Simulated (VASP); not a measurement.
# Y4Zn15Cu in VASP: further runs

The runs below take Y4Zn15Cu through single point, with PBE.

Program: VASP 6.6.1. These are calculated values, not measurements. Logs are shortened: lines on timing, memory, paths and dates and some standing lists are left out, and cuts for length are marked.

### 1 The cell of the first run

The cell holds a disordered packing, 20 atoms: a = 7.082 Å, b = 7.538 Å, c = 7.094 Å, α = 89.40°, β = 90.70°, γ = 89.14°.

### 2 Single point, PBE

INCAR reads:

```
PREC = Accurate
ENCUT = 400
EDIFF = 1E-6
ISMEAR = -1
SIGMA = 0.05
LREAL = Auto
LASPH = True
NELM = 120
ALGO = Normal
ISIF = 2
LWAVE = False
LCHARG = False
GGA = PE
ISYM = -1
NBANDS = 134
GGA_COMPAT = False
```

KPOINTS reads:

```
explicit points
1
Reciprocal
  0.25000000   0.25000000   0.25000000 1
```

POSCAR reads:

```
Y4Zn15Cu
1.0
    7.0818900000      0.0552270000     -0.0432260000
    0.0552270000      7.5375120000      0.0381650000
   -0.0432260000      0.0381650000      7.0938070000
Zn Y Cu
15 4 1
Direct
    0.6832300890      0.5940989292      0.1132567489
    0.0457607228      0.6539823436      0.9707326146
    0.8439407271      0.4591769023      0.4030990264
    0.1423866794      0.6432518144      0.5695569531
    0.7953929856      0.3441484508      0.7591708136
    0.1874900599      0.3495125633      0.8824668191
    0.1897120027      0.4091337022      0.2711276051
    0.9133802093      0.2972578893      0.0960262840
    0.4245740220      0.9988360069      0.4571377626
    0.7111779963      0.6821072001      0.7578557971
    0.8262453582      0.8047608639      0.4475377725
    0.3978216070      0.7750542588      0.9245311144
    0.6273113043      0.0309728801      0.7409936693
    0.3941776523      0.6991354769      0.3061104168
    0.7761284732      0.1335542470      0.4412685363
    0.1063163170      0.9946831125      0.2490127724
    0.5071623805      0.1907963948      0.1144983021
    0.0900050072      0.0090605427      0.7268529805
    0.4625422650      0.3843208882      0.5707289817
    0.8032517935      0.8862422200      0.0227026091
```

Potentials or basis: VASP PAW PBE potentials, release 64 (Zn, Y_sv, Cu).

Launch:

```console
$ cat potpaw_PBE.64/Zn/POTCAR potpaw_PBE.64/Y_sv/POTCAR potpaw_PBE.64/Cu/POTCAR > POTCAR
$ mpirun -np 1 vasp_std > vasp.out
```

OUTCAR:

```text
PREC = Accurate
   ENCUT = 400
   EDIFF = 1E-6
   ISMEAR = -1
   LREAL = Auto
   LASPH = True
   NELM = 120
   ISIF = 2
   GGA = PE
   ISYM = -1

 ion  position               nearest neighbor table
   1  0.683  0.594  0.113-  20 2.45   3 2.53  14 2.59  10 2.61  12 2.75   8 2.75   2 2.81  11 3.04
                            17 3.30
   2  0.046  0.654  0.971-  20 2.47   6 2.58  12 2.69  10 2.80   1 2.81   4 2.94   7 2.97   8 2.99
                            18 3.19  16 3.29
   3  0.844  0.459  0.403-  15 2.52   1 2.53   8 2.56  11 2.63   7 2.66   5 2.69   4 2.80  19 3.02

   4  0.142  0.643  0.570-  14 2.63  11 2.66   7 2.79   3 2.80   2 2.94  19 2.97  18 3.00  16 3.48

   5  0.795  0.344  0.759-   8 2.54  10 2.61  13 2.66   3 2.69  19 2.71  15 2.77   6 2.90  18 3.26
                            17 3.46
   6  0.187  0.350  0.882-   8 2.51   2 2.58   7 2.80  18 2.89   5 2.90  19 2.98  17 3.01
   7  0.190  0.409  0.271-   8 2.47  14 2.65   3 2.66   4 2.79   6 2.80  19 2.86   2 2.97  17 3.00
                            16 3.19
   8  0.913  0.297  0.096-   7 2.47   6 2.51   5 2.54   3 2.56   1 2.75  16 2.84  15 2.91   2 2.99
                            17 3.00  18 3.64
   9  0.425  0.999  0.457-  13 2.47  14 2.52  16 2.68  15 2.71  17 2.89  19 3.04  18 3.06
  10  0.711  0.682  0.758-  20 2.53  11 2.53   5 2.61   1 2.61  12 2.62  13 2.69   2 2.80  19 3.17
                            18 3.68
  11  0.826  0.805  0.448-  15 2.50  10 2.53   3 2.63   4 2.66  16 2.84   1 3.04  18 3.14
  12  0.398  0.775  0.925-  10 2.62   2 2.69   1 2.75  14 2.76  13 2.86  18 3.10  17 3.52  16 3.52

  13  0.627  0.031  0.741-   9 2.47  15 2.50  20 2.57   5 2.66  10 2.69  12 2.86  17 3.05  19 3.12
                            18 3.28
  14  0.394  0.699  0.306-   9 2.52   1 2.59   4 2.63   7 2.65  12 2.76  16 3.02  19 3.04
  15  0.776  0.134  0.441-  11 2.50  13 2.50   3 2.52   9 2.71   5 2.77  16 2.91   8 2.91  17 3.01
                            19 3.05  18 3.12
  16  0.106  0.995  0.249-   9 2.68  20 2.80   8 2.84  11 2.84  15 2.91  14 3.02   7 3.19   2 3.29
                            17 3.36  18 3.40   4 3.48  12 3.52  18 3.71
  17  0.507  0.191  0.114-   9 2.89   7 3.00   8 3.00  15 3.01   6 3.01  13 3.05  20 3.16   1 3.30
                            16 3.36   5 3.46  12 3.52  19 3.58  19 4.12  18 4.26
  18  0.090  0.009  0.727-   6 2.89   4 3.00   9 3.06  20 3.08  12 3.10  15 3.12  11 3.14   2 3.19
                             5 3.26  13 3.28  16 3.40   8 3.64  10 3.68  16 3.71  19 4.05  17 4.26
  19  0.463  0.384  0.571-   5 2.71   7 2.86   4 2.97   6 2.98   3 3.02   9 3.04  14 3.04  15 3.05
                            13 3.12  10 3.17  17 3.58  18 4.05  17 4.12
  20  0.803  0.886  0.023-   1 2.45   2 2.47  10 2.53  13 2.57  16 2.80  18 3.08  17 3.16

IMPORTANT INFORMATION: All symmetrisations will be switched off!
NOSYMM: (Re-)initialisation of all symmetry stuff for point group C_1.

----------------------------------------------------------------------------------------

                                     Primitive cell

  volume of cell :     378.6200

  direct lattice vectors                    reciprocal lattice vectors
     7.081890000  0.055227000 -0.043226000     0.141218633 -0.001039088  0.000866104
     0.055227000  7.537512000  0.038165000    -0.001039088  0.132681032 -0.000720162
    -0.043226000  0.038165000  7.093807000     0.000866104 -0.000720162  0.140977182

  length of vectors
     7.082237251  7.537810938  7.094041359     0.141225111  0.132687055  0.140981682

  position of ions in fractional coordinates (direct lattice)
     0.683230089  0.594098929  0.113256749
     0.045760723  0.653982344  0.970732615
     0.843940727  0.459176902  0.403099026
     0.142386679  0.643251814  0.569556953
     0.795392986  0.344148451  0.759170814
     0.187490060  0.349512563  0.882466819
[... 12 lines left out ...]
     0.462542265  0.384320888  0.570728982
     0.803251794  0.886242220  0.022702609

  ion indices of the primitive-cell ions
   primitive index   ion index
                 1           1
                 2           2
                 3           3
                 4           4
                 5           5
                 6           6
[... 12 lines left out ...]
                19          19
                20          20

----------------------------------------------------------------------------------------

 KPOINTS: explicit points

Read explicit list of k-points.

 Found      1 k-points:

 Following reciprocal coordinates:
            Coordinates               Weight
  0.250000  0.250000  0.250000      1.000000
   k-points           NKPTS =      1   k-points in BZ     NKDIM =      1   number of bands    NBANDS=    134
   number of dos      NEDOS =    301   number of ions     NIONS =     20
   total plane-waves  NPLWV = 115200
   dimension x,y,z NGX =    48 NGY =   50 NGZ =   48
   dimension x,y,z NGXF=    96 NGYF=  100 NGZF=   96
   ions per type =              15   4   1
   NGX,Y,Z   is equivalent  to a cutoff of  11.27, 11.03, 11.25 a.u.
   NGXF,Y,Z  is equivalent  to a cutoff of  22.53, 22.05, 22.50 a.u.
 SYSTEM =  unknown system
   PREC   = accura    normal or accurate (medium, high low for compatibility)
   ISTART =      0    job   : 0-new  1-cont  2-samecut
   ICHARG =      2    charge: 1-file 2-atom 10-const
   ISPIN  =      1    spin polarized calculation?
   LNONCOLLINEAR =      F non collinear calculations
   LSORBIT =      F    spin-orbit coupling
   LASPH  =      T    aspherical Exc in radial PAW
   ENCUT  =  400.0 eV  29.40 Ry    5.42 a.u.  11.55 12.29 11.57*2*pi/ulx,y,z
   NELM   =    120;   NELMIN=  2; NELMDL= -5     # of ELM steps
   EDIFF  = 0.1E-05   stopping-criterion for ELM
   LREAL  =      T    real-space projection
   EDIFFG = 0.1E-04   stopping-criterion for IOM
   NSW    =      0    number of steps for IOM
   IBRION =     -1    ionic relax: 0-MD 1-quasi-New 2-CG
   NFREE  =      0    steps in history (QN), initial steepest desc. (CG)
   ISIF   =      2    stress and relaxation
   ISYM   =     -1    0-nonsym 1-usesym 2-fastsym
   POTIM  = 0.5000    time-step for ionic-motion
   TEBEG  =    0.0;   TEEND  =   0.0 temperature during run
   PSTRESS=    0.0 pullay stress
   NELECT =     235.0000    total number of electrons
   NUPDOWN=      -1.0000    fix difference up-down
   EMIN   =  10.00;   EMAX   =-10.00  energy-range for DOS
   EFERMI =   0.00;   METHOD = LEGACY
   ISMEAR =    -1;   SIGMA  =   0.05  broadening in eV -4-tet -1-fermi 0-gaus
   EFERMI_NEDOS =   21; number of points for ismear=-14 and -15
   IALGO  =     38    algorithm
   IMIX   =      4    mixing-type and parameters
     AMIX     =   0.40;   BMIX     =  1.00
     AMIX_MAG =   1.60;   BMIX_MAG =  1.00
  volume/ion in A,a.u.               =      18.93       127.75
  Fermi-wavevector in a.u.,A,eV,Ry     =   1.396464  2.638933 26.532863  1.950110
  Thomas-Fermi vector in A             =   2.519815
   LORBIT       =      0    0 simple, 1 ext, 2 COOP (PROOUT), +10 PAW based schemes
   GGA     = PE    functional components
   LHFCALC =     F    Hartree Fock is set to
   AEXX    =    0.0000 exact exchange contribution
   IVDW    =     0    specifies the selected vdW correction
   LEPSILON=     F    determine dielectric tensor
   LRPA    =     F    only Hartree local field effects (RPA)
 non-spin polarized calculation
  energy-cutoff  :      400.00
  volume of cell :      378.62
 maximum number of plane-waves:      6882
 NGX is ok and might be reduce to    48
   NGX = 23   NGY = 25   NGZ = 23

 number of electron     234.9999990 magnetization

 Free energy of the ion-electron system (eV)
  ---------------------------------------------------
  ext. energy  EPLUGINS =         0.00000000
  ---------------------------------------------------
  free energy    TOTEN  =       -47.95909491 eV

  energy without entropy =      -47.88366353  energy(sigma->0) =      -47.92137922

 E-fermi :   2.9528     XC(G=0): -10.6962

 val. band max:        2.9521016394   @ k =   0.2500   0.2500   0.2500
 cond. band min:       3.2443494733   @ k =   0.2500   0.2500   0.2500
 fundamental gap:      0.2922478339
 Fermi energy:         2.9528274560

 k-point     1 :       0.2500    0.2500    0.2500
  band No.  band energies     occupation
      1     -40.1275      2.00000
      2     -39.9014      2.00000
      3     -39.6589      2.00000
      4     -39.4789      2.00000
      5     -20.2396      2.00000
      6     -20.1376      2.00000
[... 121 lines left out ...]
    128       4.9350      0.00000
    129       5.2478      0.00000
 [bands above 129 left out]

------------------------ aborting loop because EDIFF is reached ----------------------------------------

  FORCE on cell =-STRESS in cart. coord.  units (eV):
  Direction    XX          YY          ZZ          XY          YZ          ZX
  --------------------------------------------------------------------------------------
  -------------------------------------------------------------------------------------
  Total        8.9060334     -4.9652530      5.3371252     -8.4470421     -6.5282071      0.3806670
  in kB       37.6869812    -21.0110819     22.5847050    -35.7447029    -27.6249154      1.6108395
  external PRESSURE =      13.0868681 kB  Pullay stress =       0.0000000 kB

 VOLUME and BASIS-vectors are now :
 -----------------------------------------------------------------------------
  energy-cutoff  :      400.00
  volume of cell :      378.62
      direct lattice vectors                 reciprocal lattice vectors
     7.081890000  0.055227000 -0.043226000     0.141218633 -0.001039088  0.000866104
     0.055227000  7.537512000  0.038165000    -0.001039088  0.132681032 -0.000720162
    -0.043226000  0.038165000  7.093807000     0.000866104 -0.000720162  0.140977182

 POSITION                                       TOTAL-FORCE (eV/Angst)
 -----------------------------------------------------------------------------------
      4.86648      4.52008      0.79656        -0.262100     -0.185566     -0.061209
      0.31823      4.96898      6.90917         0.425678      0.177929      0.051807
      5.98463      3.52304      2.84055         0.152952     -0.119446      0.281419
      1.01927      4.87812      4.05872        -0.275081      0.091808      0.237613
      5.61908      2.66692      5.36416         0.945714     -0.025975      0.567477
      1.30894      2.67849      6.26528         0.079994      0.212233      0.031727
[... 12 lines left out ...]
      3.27223      2.94415      4.04332        -0.704005     -0.243902      0.216315
      5.73650      6.72529      0.16015        -0.277012      0.438395      0.172337
 -----------------------------------------------------------------------------------
    total drift:                                0.001945      0.000023     -0.001068

  FREE ENERGIE OF THE ION-ELECTRON SYSTEM (eV)
  ---------------------------------------------------
  free  energy   TOTEN  =       -47.9590949113 eV

  energy  without entropy=      -47.8836635307  energy(sigma->0) =      -47.92137922
```

Wall time 2.3 min (1 thread of Intel Xeon Platinum 8375C at 2.90GHz (Ice Lake), shared host); peak memory 0.35 GiB.

Results:

| Property | Result |
| --- | --- |
| Free energy | -47.9591 eV |
| Pressure | 1.3 GPa |
| Largest force | 1.278 eV/Å |
| Band gap on the k mesh | zero (an odd number of electrons rules out a gap without spin polarisation) |

Forces in eV/Å, atoms in the order of the input:
```
Zn  -0.262 -0.186 -0.061
Zn   0.426  0.178  0.052
Zn   0.153 -0.119  0.281
Zn  -0.275  0.092  0.238
Zn   0.946 -0.026  0.567
Zn   0.080  0.212  0.032
Zn   0.133  0.190  0.011
Zn  -0.165 -0.125 -0.193
Zn   0.410  0.119  0.516
Zn  -0.079 -0.164 -0.269
Zn  -0.517 -0.079  0.036
Zn  -0.116  0.055  0.203
Zn  -0.395 -0.110  0.501
Zn   0.292  0.036 -0.474
Zn  -0.004 -0.006 -0.351
Y    0.331 -0.382 -1.174
Y    0.218  0.002 -0.892
Y   -0.194  0.121  0.589
Y   -0.704 -0.244  0.216
Cu  -0.277  0.438  0.172
```

Caveat: the atoms stand as in a frame of molecular dynamics.

### 3 Single point, PBE

INCAR reads:

```
SYSTEM = Y4Zn15Cu
  ALGO = Normal
  EDIFF = 1E-6
  ENCUT = 400
  GGA = PE
  GGA_COMPAT = .False.
  ISIF = 2
  ISMEAR = -1
  ISYM = -1
  LASPH = .True.
  LCHARG = .True.
  LELF = .True.
  LREAL = Auto
  LVHAR = .True.
  LWAVE = .False.
  NBANDS = 134
  NELM = 120
  PREC = Accurate
  SIGMA = 0.05
```

KPOINTS is that of step 2.

POSCAR reads:

```
Y4Zn15Cu
1.0
    7.0818900000      0.0552270000     -0.0432260000
    0.0552270000      7.5375120000      0.0381650000
   -0.0432260000      0.0381650000      7.0938070000
Zn Y Cu
15 4 1
Direct
    0.6841377443      0.5911418806      0.1015879919
    0.0602656709      0.6480443991      0.9822421768
    0.8546007581      0.4707769753      0.4126257973
    0.1394587996      0.6378511816      0.5606229005
    0.8083074658      0.3255154556      0.7786702685
    0.1778157084      0.3547452813      0.8944571523
    0.2107909635      0.4184922027      0.2596003662
    0.9056270762      0.2994921885      0.1219957798
    0.4155418812      1.0029973497      0.4574429244
    0.7157979607      0.6506455851      0.7419290085
    0.8101675866      0.8056812022      0.4293500628
    0.3860433975      0.7547501565      0.9363453322
    0.6067462509      0.0005724774      0.7555134168
    0.3863492015      0.6998342463      0.2956390210
    0.7762593920      0.1340235946      0.4481873524
    0.1021833606      0.9797386778      0.2056250264
    0.5321828094      0.1872783859      0.0985735381
    0.0812532356      0.0073908560      0.7243013773
    0.4641631583      0.3718963719      0.5753516400
    0.7973824354      0.8699337175      0.0150956507
```

Potentials or basis: VASP PAW PBE potentials, release 64 (Zn, Y_sv, Cu).

Launch:

```console
$ cat potpaw_PBE.64/Zn/POTCAR potpaw_PBE.64/Y_sv/POTCAR potpaw_PBE.64/Cu/POTCAR > POTCAR
$ mpirun -np 1 vasp_std > vasp.out
```

Wall time 2.3 min (1 thread of Intel Xeon Platinum 8375C at 2.90GHz (Ice Lake), shared host); peak memory 0.34 GiB.

The run converged. Its results:

| Item | Value |
| --- | --- |
| Free energy | -48.0488 eV |
| Pressure | 1.3 GPa |
| Largest force | 1.206 eV/Å |
| Band gap on the k mesh | zero (an odd number of electrons rules out a gap without spin polarisation) |

Forces on the atoms (eV/Å):
```
Zn  -0.365 -0.710  0.268
Zn  -0.403  0.355 -0.165
Zn   0.040 -0.255  0.473
Zn  -0.072  0.198  0.240
Zn   0.433 -0.112  0.085
Zn   0.284 -0.561 -0.143
Zn  -0.260 -0.463  0.003
Zn   0.482  0.152 -0.216
Zn   0.117  0.061 -0.070
Zn  -0.116  0.353 -0.274
Zn  -0.211  0.102  0.098
Zn   0.393  0.239 -0.460
Zn  -0.338  0.052 -0.471
Zn   0.659  0.160  0.128
Zn   0.071 -0.066 -0.255
Y    0.851  0.484  0.704
Y   -0.728 -0.080 -0.116
Y    0.111 -0.124 -0.011
Y   -0.632 -0.158  0.315
Cu  -0.316  0.374 -0.132
```

Stress tensor (GPa, compression positive):
```
 2.23 -3.24  0.55
-3.24 -0.54 -1.96
 0.55 -1.96  2.08
```

Levels at points of the mesh, in eV from the Fermi level:
```csv
k point,band 113,band 114,band 115,band 116,band 117,band 118,band 119,band 120,band 121,band 122
"(0.25, 0.25, 0.25)",-1.28,-0.92,-0.69,-0.43,-0.28,0.00,0.18,0.50,0.57,0.80
```

Caveat: the atoms stand as in a frame of molecular dynamics.

The gap in the log of VASP goes by the Fermi energy; the results here count the filled bands.